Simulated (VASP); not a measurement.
Write the native input for VASP 6.6.1 that does the following.

| Quantity | Value |
| --- | --- |
| Task | single point |
| Functional | PBE |
| Potentials or basis | VASP PAW PBE potentials, release 64 (Zn, O) |
| Cutoff | 600 eV |
| k mesh | 6 × 6 × 6 |
| Occupations | gaussian, width 0.01 eV |
| Spin | no spin polarisation |
| Dipole correction | no |
| Further INCAR settings | ALGO = Normal; EDIFF = 1e-06; NBANDS = 16 |

The structure of ZnO lies in POSCAR:

```
ZnO
1.0
    0.0000000000      2.1337703933      2.1337703933
    2.1337703933      0.0000000000      2.1337703933
    2.1337703933      2.1337703933      0.0000000000
Zn O
1 1
Direct
    0.0000000000      0.0000000000      0.0000000000
    0.5000000000      0.5000000000      0.5000000000
```

One way to write it, as run:

INCAR

```
SYSTEM = ZnO
ALGO     = Normal         ! electronic algorithm
EDIFF    = 1E-6           ! SCF threshold, eV
ENCUT    = 600            ! plane-wave cutoff, eV
GGA      = PE             ! functional
GGA_COMPAT= .FALSE.      
ISIF     = 2              ! what is computed and relaxed
ISMEAR   = 0              ! smearing method
LASPH    = .TRUE.         ! aspherical terms in the spheres
LCHARG   = .FALSE.        ! write CHGCAR
LREAL    = .FALSE.        ! projectors in reciprocal space
LWAVE    = .FALSE.        ! write WAVECAR
NBANDS   = 16             ! bands
NELM     = 120            ! most SCF steps
PREC     = Accurate       ! precision mode
SIGMA    = 0.01           ! smearing width, eV
```

KPOINTS

```
k-points
0
G
  6 6 6
  0 0 0
```

Potentials or basis: VASP PAW PBE potentials, release 64 (Zn, O).

Launch:

```sh
$ cat potpaw_PBE.64/Zn/POTCAR potpaw_PBE.64/O/POTCAR > POTCAR
$ mpirun -np 1 vasp_std > vasp.out
```

It gave:

```
Pressure               : 8.8 GPa
Band gap on the k mesh : 0.92 eV, indirect (least direct gap 2.32 eV)
```

Caveat: the k points lie up to 0.43 Å⁻¹ apart.

It took 18 s on 1 thread of Intel Xeon 8259CL (shared host), peak memory 0.13 GiB.
